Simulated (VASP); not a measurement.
# Mg4H in VASP: notebook

Runs on Mg4H. Level: PBEsol. Tasks: single point.

All numbers are computed with VASP 6.6.1; they aren't measurements. Logs are shortened: lines on timing, memory, paths and dates and some standing lists are left out, and cuts for length are marked.

**1. The cell of the first run**

The cell holds a slab with vacuum, 5 atoms: a = 3.184 Å, b = 3.184 Å, c = 26.708 Å, α = 90.00°, β = 90.00°, γ = 120.00°.

**2. Single point, PBEsol**

Contents of INCAR:

```
PREC = Accurate ; ENCUT = 520
EDIFF = 1E-6 ; ISMEAR = 0
SIGMA = 0.1 ; LREAL = False
LASPH = True ; NELM = 60
ALGO = Normal ; ISIF = 2
LWAVE = False ; LCHARG = False
LDIPOL = True ; IDIPOL = 3
DIPOL = 0.5 0.5 0.499 ; GGA = PS
NBANDS = 12
```

Contents of KPOINTS:

```
Automatic mesh
0
Gamma
  9 9 1
```

Contents of POSCAR:

```
Mg4H
1.0
    3.1837023370      0.0000000000      0.0000000000
   -1.5918511685      2.7571671019      0.0000000000
    0.0000000000      0.0000000000     26.7081898776
Mg H
4 1
Direct
    0.6666666667      0.3333333333      0.3182544395
    0.3333333333      0.6666666666      0.4146106426
    0.6666666667      0.3333333333      0.5090329198
    0.3333333333      0.6666666666      0.6065324327
    0.3333333333      1.1666666666      0.6446625093
```

Potentials or basis: VASP PAW PBE potentials, release 64 (Mg, H).

Command:

```console
> cat potpaw_PBE.64/Mg/POTCAR potpaw_PBE.64/H/POTCAR > POTCAR
> mpirun -np 1 vasp_std > vasp.out
```

OUTCAR:

```text
PREC = Accurate
   ENCUT = 520
   EDIFF = 1E-6
   ISMEAR = 0
   LREAL = False
   LASPH = True
   NELM = 60
   ISIF = 2
   GGA = PS

 ion  position               nearest neighbor table
   1  0.667  0.333  0.318-   2 3.16   2 3.16   2 3.16
   2  0.333  0.667  0.415-   3 3.12   3 3.12   3 3.12   1 3.16   1 3.16   1 3.16
   3  0.667  0.333  0.509-   2 3.12   2 3.12   2 3.12   4 3.19   4 3.19   4 3.19
   4  0.333  0.667  0.607-   5 1.89   5 1.89   3 3.19   3 3.19   3 3.19
   5  0.333  0.167  0.645-   4 1.89   4 1.89

  LATTYP: Found a hexagonal cell.
 ALAT       =     3.1837023370
 C/A-ratio  =     8.3890348564

  Lattice vectors:

 A1 = (   3.1837023370,   0.0000000000,   0.0000000000)
 A2 = (  -1.5918511685,   2.7571671019,   0.0000000000)
 A3 = (   0.0000000000,   0.0000000000,  26.7081898776)

Analysis of symmetry for initial positions (statically):
=====================================================================
 Subroutine PRICEL returns:
 Original cell was already a primitive cell.

 Routine SETGRP: Setting up the symmetry group for a
 hexagonal supercell.

 Subroutine GETGRP returns: Found  2 space group operations
 (whereof  2 operations were pure point group operations)
 out of a pool of 24 trial point group operations.

The static configuration has the point symmetry C_1h.

Analysis of symmetry for dynamics (positions and initial velocities):
=====================================================================
 Subroutine PRICEL returns:
 Original cell was already a primitive cell.

 Routine SETGRP: Setting up the symmetry group for a
 hexagonal supercell.

 Subroutine GETGRP returns: Found  2 space group operations
 (whereof  2 operations were pure point group operations)
 out of a pool of 24 trial point group operations.

The dynamic configuration has the point symmetry C_1h.

 Subroutine INISYM returns: Found  2 space group operations
 (whereof  2 operations are pure point group operations),
 and found     1 'primitive' translations

----------------------------------------------------------------------------------------

                                     Primitive cell

  volume of cell :     234.4445

  direct lattice vectors                    reciprocal lattice vectors
     3.183702337  0.000000000  0.000000000     0.314099716  0.181345556  0.000000000
    -1.591851169  2.757167102  0.000000000     0.000000000  0.362691111  0.000000000
     0.000000000  0.000000000 26.708189878     0.000000000  0.000000000  0.037441699

  length of vectors
     3.183702337  3.183702337 26.708189878     0.362691111  0.362691111  0.037441699

  position of ions in fractional coordinates (direct lattice)
     0.666666667  0.333333333  0.318254440
     0.333333333  0.666666667  0.414610643
     0.666666667  0.333333333  0.509032920
     0.333333333  0.666666667  0.606532433
     0.333333333  0.166666667  0.644662509

  ion indices of the primitive-cell ions
   primitive index   ion index
                 1           1
                 2           2
                 3           3
                 4           4
                 5           5

----------------------------------------------------------------------------------------

 KPOINTS: Automatic mesh

Automatic generation of k-mesh.
 Grid dimensions read from file:
 generate k-points for:    9    9    1

 Generating k-lattice:

  Cartesian coordinates                     Fractional coordinates (reciprocal lattice)
     0.034899968  0.020149506  0.000000000     0.111111111  0.000000000  0.000000000
     0.000000000  0.040299012  0.000000000     0.000000000  0.111111111  0.000000000
     0.000000000  0.000000000  0.037441699     0.000000000  0.000000000  1.000000000

  Length of vectors
     0.040299012  0.040299012  0.037441699

  Shift w.r.t. Gamma in fractional coordinates (k-lattice)
     0.000000000  0.000000000  0.000000000

 Subroutine IBZKPT returns following result:
 ===========================================

 Found     25 irreducible k-points:

 Following reciprocal coordinates:
            Coordinates               Weight
  0.000000  0.000000  0.000000      1.000000
  0.111111  0.000000  0.000000      2.000000
  0.000000  0.111111  0.000000      4.000000
  0.222222 -0.000000  0.000000      2.000000
  0.000000  0.222222  0.000000      4.000000
  0.333333  0.000000  0.000000      2.000000
[... 16 lines left out ...]
 -0.222222 -0.444444  0.000000      4.000000
  0.444444  0.333333  0.000000      4.000000
   k-points           NKPTS =     25   k-points in BZ     NKDIM =     25   number of bands    NBANDS=     12
   number of dos      NEDOS =    301   number of ions     NIONS =      5
   total plane-waves  NPLWV = 115200
   dimension x,y,z NGX =    24 NGY =   24 NGZ =  200
   dimension x,y,z NGXF=    48 NGYF=   48 NGZF=  400
   ions per type =               4   1
   NGX,Y,Z   is equivalent  to a cutoff of  12.53, 12.53, 12.45 a.u.
   NGXF,Y,Z  is equivalent  to a cutoff of  25.06, 25.06, 24.90 a.u.
 SYSTEM =  unknown system
   PREC   = accura    normal or accurate (medium, high low for compatibility)
   ISTART =      0    job   : 0-new  1-cont  2-samecut
   ICHARG =      2    charge: 1-file 2-atom 10-const
   ISPIN  =      1    spin polarized calculation?
   LNONCOLLINEAR =      F non collinear calculations
   LSORBIT =      F    spin-orbit coupling
   LASPH  =      T    aspherical Exc in radial PAW
   ENCUT  =  520.0 eV  38.22 Ry    6.18 a.u.   5.92  5.92 49.66*2*pi/ulx,y,z
   NELM   =     60;   NELMIN=  2; NELMDL= -5     # of ELM steps
   EDIFF  = 0.1E-05   stopping-criterion for ELM
   LREAL  =      F    real-space projection
   EDIFFG = 0.1E-04   stopping-criterion for IOM
   NSW    =      0    number of steps for IOM
   IBRION =     -1    ionic relax: 0-MD 1-quasi-New 2-CG
   NFREE  =      0    steps in history (QN), initial steepest desc. (CG)
   ISIF   =      2    stress and relaxation
   ISYM   =      2    0-nonsym 1-usesym 2-fastsym
   POTIM  = 0.5000    time-step for ionic-motion
   TEBEG  =    0.0;   TEEND  =   0.0 temperature during run
   PSTRESS=    0.0 pullay stress
   NELECT =       9.0000    total number of electrons
   NUPDOWN=      -1.0000    fix difference up-down
   EMIN   =  10.00;   EMAX   =-10.00  energy-range for DOS
   EFERMI =   0.00;   METHOD = LEGACY
   ISMEAR =     0;   SIGMA  =   0.10  broadening in eV -4-tet -1-fermi 0-gaus
   EFERMI_NEDOS =   21; number of points for ismear=-14 and -15
   IALGO  =     38    algorithm
   IMIX   =      4    mixing-type and parameters
     AMIX     =   0.40;   BMIX     =  1.00
     AMIX_MAG =   1.60;   BMIX_MAG =  1.00
  volume/ion in A,a.u.               =      46.89       316.42
  Fermi-wavevector in a.u.,A,eV,Ry     =   0.552258  1.043617  4.149632  0.304989
  Thomas-Fermi vector in A             =   1.584620
   LORBIT       =      0    0 simple, 1 ext, 2 COOP (PROOUT), +10 PAW based schemes
   GGA     = PS    functional components
   LHFCALC =     F    Hartree Fock is set to
   AEXX    =    0.0000 exact exchange contribution
   IVDW    =     0    specifies the selected vdW correction
   LEPSILON=     F    determine dielectric tensor
   LRPA    =     F    only Hartree local field effects (RPA)
 non-spin polarized calculation
 Gauss-broadening in eV      SIGMA  =   0.10
  energy-cutoff  :      520.00
  volume of cell :      234.44
 maximum number of plane-waves:      6354
   NGX = 11   NGY = 11   NGZ = 99

 dipolmoment           0.000000      0.000000     -0.053155 electrons x Angstroem

 number of electron       9.0000000 magnetization

 dipolmoment           0.000000      0.000000      0.014241 electrons x Angstroem

 Free energy of the ion-electron system (eV)
  ---------------------------------------------------
  ext. energy  EPLUGINS =         0.00000000
  ---------------------------------------------------
  free energy    TOTEN  =        -9.48064661 eV

  energy without entropy =       -9.46923839  energy(sigma->0) =       -9.47494250

 E-fermi :  -1.3126     XC(G=0):  -4.0096

 val. band max:       -1.3131738475   @ k =  -0.1111   0.3333   0.0000
 cond. band min:      -1.0794176497   @ k =   0.3333   0.1111   0.0000
 fundamental gap:      0.2337561978
 Fermi energy:        -1.3126373390

 k-point     1 :       0.0000    0.0000    0.0000
  band No.  band energies     occupation
      1      -8.5353      2.00000
      2      -7.7393      2.00000
      3      -6.5406      2.00000
      4      -4.8194      2.00000
      5      -2.8512      2.00000
      6      -0.3722      0.00000
      7       1.5607      0.00000
      8       2.4562      0.00000
      9       2.7469      0.00000
     10       3.6996      0.00000
     11       3.9138      0.00000
     12       5.4511      0.00000

 k-point     2 :       0.1111    0.0000    0.0000
  band No.  band energies     occupation
      1      -8.3100      2.00000
      2      -7.5010      2.00000
      3      -6.3065      2.00000
      4      -4.5926      2.00000
      5      -2.6304      2.00000
      6      -0.1564      0.00000
      7       1.7895      0.00000
      8       2.6800      0.00000
      9       2.9744      0.00000
     10       3.8666      0.00000
     11       4.1471      0.00000
     12       5.2516      0.00000
[... 301 lines left out ...]
 k-point    23 :      -0.2222   -0.4444    0.0000
  band No.  band energies     occupation
      1      -5.2184      2.00000
      2      -3.3624      2.00000
      3      -2.3829      2.00000
      4      -1.4549      1.95574
      5      -0.8175      0.00000
      6      -0.4326      0.00000
      7       0.3177      0.00000
      8       0.6915      0.00000
      9       1.1360      0.00000
     10       1.8190      0.00000
     11       2.2302      0.00000
     12       2.6617      0.00000

 k-point    24 :       0.4444    0.3333    0.0000
  band No.  band energies     occupation
      1      -5.1857      2.00000
      2      -3.3694      2.00000
      3      -2.4227      2.00000
      4      -1.4608      1.96381
      5      -0.9609      0.00000
      6      -0.3806      0.00000
      7       0.1589      0.00000
      8       0.6909      0.00000
      9       1.4743      0.00000
     10       1.6798      0.00000
     11       2.2545      0.00000
     12       2.6929      0.00000

 [... further k-points ...]

------------------------ aborting loop because EDIFF is reached ----------------------------------------

 vacuum level on the upper side and lower side of the slab       (xc-potential included)         0.066        -0.202

  FORCE on cell =-STRESS in cart. coord.  units (eV):
  Direction    XX          YY          ZZ          XY          YZ          ZX
  --------------------------------------------------------------------------------------
  -------------------------------------------------------------------------------------
  Total       -0.5548513     -0.7154618     -0.0635813      0.1390927     -0.1674271     -0.2899923
  in kB       -3.7918157     -4.8894164     -0.4345101      0.9505500     -1.1441855     -1.9817871
  external PRESSURE =      -3.0385808 kB  Pullay stress =       0.0000000 kB

 VOLUME and BASIS-vectors are now :
 -----------------------------------------------------------------------------
  energy-cutoff  :      520.00
  volume of cell :      234.44
      direct lattice vectors                 reciprocal lattice vectors
     3.183702337  0.000000000  0.000000000     0.314099716  0.181345556  0.000000000
    -1.591851169  2.757167102  0.000000000     0.000000000  0.362691111  0.000000000
     0.000000000  0.000000000 26.708189878     0.000000000  0.000000000  0.037441699

 POSITION                                       TOTAL-FORCE (eV/Angst)
 -----------------------------------------------------------------------------------
      1.59185      0.91906      8.50000         0.011178      0.006454     -0.030391
     -0.00000      1.83811     11.07350         0.003433      0.001982     -0.005094
      1.59185      0.91906     13.59535         0.047833      0.027616      0.125701
     -0.00000      1.83811     16.19938        -0.001827     -0.001055     -0.104539
      0.79593      0.45953     17.21777        -0.060617     -0.034997      0.014324
 -----------------------------------------------------------------------------------
    total drift:                               -0.000027     -0.000016     -0.000058

  FREE ENERGIE OF THE ION-ELECTRON SYSTEM (eV)
  ---------------------------------------------------
  free  energy   TOTEN  =        -9.4806466116 eV

  energy  without entropy=       -9.4692383902  energy(sigma->0) =       -9.47494250

 vacuum level on the upper side and lower side of the slab         2.776         2.478
```

It took 2 min on 1 thread of Intel Xeon Platinum 8375C at 2.90GHz (Ice Lake), shared host; peak memory 0.35 GiB.

Results:

| Item | Value |
| --- | --- |
| Free energy | -9.4806 eV |
| Largest force | 0.137 eV/Å |

Forces on the atoms (eV/Å):
```
Mg   0.011  0.006 -0.030
Mg   0.003  0.002 -0.005
Mg   0.048  0.028  0.126
Mg  -0.002 -0.001 -0.105
H   -0.061 -0.035  0.014
```

Caveat: the PAW data sets were made with another functional, which shifts forces and pressure a little.

**3. Single point, PBEsol**

Contents of INCAR:

```
PREC     = Accurate       # precision mode
ENCUT    = 520            # plane-wave cutoff, eV
EDIFF    = 1E-7           # SCF threshold, eV
ISMEAR   = 0              # smearing method
SIGMA    = 0.1            # smearing width, eV
LREAL    = F              # projectors in reciprocal space
LASPH    = T              # aspherical terms in the spheres
NELM     = 80             # most SCF steps
ALGO     = Normal         # electronic algorithm
ISIF     = 2              # what is computed and relaxed
LWAVE    = F              # write WAVECAR
LCHARG   = F              # write CHGCAR
LDIPOL   = T            
IDIPOL   = 3            
DIPOL    = 0.5 0.5 0.499
GGA      = PS             # functional
NBANDS   = 12             # bands
```

Contents of KPOINTS:

```
regular mesh
0
Gamma
  9 9 1
```

Contents of POSCAR:

```
Mg4H
1.0
    3.1837023370      0.0000000000      0.0000000000
   -1.5918511685      2.7571671019      0.0000000000
    0.0000000000      0.0000000000     26.7081898776
Mg H
4 1
Direct
    0.6666666666      0.3333333333      0.3182544395
    0.3333333333      0.6666666667      0.4146106426
    0.6666666666      0.3333333333      0.5090329198
    0.3333333333      0.6666666667      0.6065324327
    0.5833333334      1.1666666667      0.6477774782
```

Potentials or basis: VASP PAW PBE potentials, release 64 (Mg, H).

Command:

```console
> cat potpaw_PBE.64/Mg/POTCAR potpaw_PBE.64/H/POTCAR > POTCAR
> mpirun -np 1 vasp_std > vasp.out
```

Wall time 1.8 min (1 thread of Intel Xeon Platinum 8375C at 2.90GHz (Ice Lake), shared host); peak memory 0.35 GiB.

Results (log left out):

- Free energy: -9.3764 eV
- Largest force: 0.887 eV/Å

Forces on the atoms (eV/Å):
```
Mg   0.000  0.015 -0.052
Mg   0.000  0.012 -0.009
Mg   0.000  0.045  0.137
Mg   0.000 -0.884 -0.071
H    0.000  0.812 -0.006
```

Levels at points of the mesh, in eV from the Fermi level:
| k point | band 1 | band 2 | band 3 | band 4 | band 5 | band 6 | band 7 | band 8 | band 9 | band 10 |
| --- | --- | --- | --- | --- | --- | --- | --- | --- | --- | --- |
| (0.00, 0.00, 0.00) | -7.15 | -6.42 | -5.24 | -3.54 | -1.58 | 0.88 | 2.87 | 3.88 | 4.20 | 5.14 |

Caveat: the PAW data sets were made with another functional, which shifts forces and pressure a little.

**4. Single point, PBEsol**

INCAR, as its differences from that of step 3:

```diff
@@ -2,3 +2,3 @@
 ENCUT    = 520            # plane-wave cutoff, eV
-EDIFF    = 1E-7           # SCF threshold, eV
+EDIFF    = 1E-6           # SCF threshold, eV
 ISMEAR   = 0              # smearing method
```

KPOINTS is that of step 3.

Contents of POSCAR:

```
Mg4H
1.0
    3.1837023370      0.0000000000      0.0000000000
   -1.5918511685      2.7571671019      0.0000000000
    0.0000000000      0.0000000000     26.7081898776
Mg H
4 1
Direct
    0.6666666667      0.3333333333      0.3182544395
    0.3333333333      0.6666666666      0.4146106426
    0.6666666667      0.3333333333      0.5090329198
    0.3333333333      0.6666666666      0.6065324327
    0.8333333333      0.9166666666      0.6472167582
```

Command:

```console
> cat potpaw_PBE.64/Mg/POTCAR potpaw_PBE.64/H/POTCAR > POTCAR
> mpirun -np 1 vasp_std > vasp.out
```

Wall time 91 s (1 thread of Intel Xeon Platinum 8375C at 2.90GHz (Ice Lake), shared host); peak memory 0.34 GiB.

It converged, with:

```yaml
Free_energy: -9.4190 eV
Largest_force: 0.958 eV/Å
```

Forces in eV/Å, atoms in the order of the input:
```
Mg  -0.008 -0.005 -0.037
Mg   0.000  0.000  0.001
Mg  -0.010 -0.006  0.133
Mg  -0.811 -0.468 -0.094
H    0.829  0.479 -0.004
```

Levels at points of the mesh, in eV from the Fermi level:
| k point | band 3 | band 4 | band 5 | band 6 | band 7 | band 8 |
| --- | --- | --- | --- | --- | --- | --- |
| (0.00, 0.00, 0.00) | -5.20 | -3.49 | -1.54 | 0.93 | 2.91 | 3.91 |

Caveat: the PAW data sets were made with another functional, which shifts forces and pressure a little.

**5. Single point, PBEsol**

Contents of INCAR:

```
ALGO = Normal
DIPOL = 0.5 0.5 0.501
EDIFF = 1E-7
ENCUT = 520
GGA = PS
IDIPOL = 3
ISIF = 2
ISMEAR = 0
LASPH = True
LCHARG = False
LDIPOL = True
LREAL = False
LWAVE = False
NBANDS = 12
NELM = 100
PREC = Accurate
SIGMA = 0.1
```

Contents of KPOINTS:

```
k-points
0
Gamma
  9 9 1
```

POSCAR, as its differences from that of step 4:

```diff
@@ -12,2 +12,2 @@
     0.3333333333      0.6666666666      0.6065324327
-    0.8333333333      0.9166666666      0.6472167582
+    0.3333333333      1.1666666666      0.6558950190
```

Command:

```console
> cat potpaw_PBE.64/Mg/POTCAR potpaw_PBE.64/H/POTCAR > POTCAR
> mpirun -np 1 vasp_std > vasp.out
```

It took 94 s on 1 thread of Intel Xeon Platinum 8375C at 2.90GHz (Ice Lake), shared host; peak memory 0.35 GiB.

The run converged. Its results:

```yaml
Free_energy: -9.3442 eV
Largest_force: 0.885 eV/Å
```

Forces in eV/Å, atoms in the order of the input:
```
Mg   0.006  0.003 -0.038
Mg   0.003  0.002 -0.001
Mg   0.033  0.019  0.137
Mg  -0.002 -0.001  0.785
H   -0.041 -0.024 -0.884
```

Levels at points of the mesh, in eV from the Fermi level:
```
           k point  band 3  band 4  band 5  band 6  band 7  band 8
(0.00, 0.00, 0.00)   -5.09   -3.46   -1.57    0.82    2.86    4.01
```

Caveat: the PAW data sets were made with another functional, which shifts forces and pressure a little.

[end of part 1 of 2]
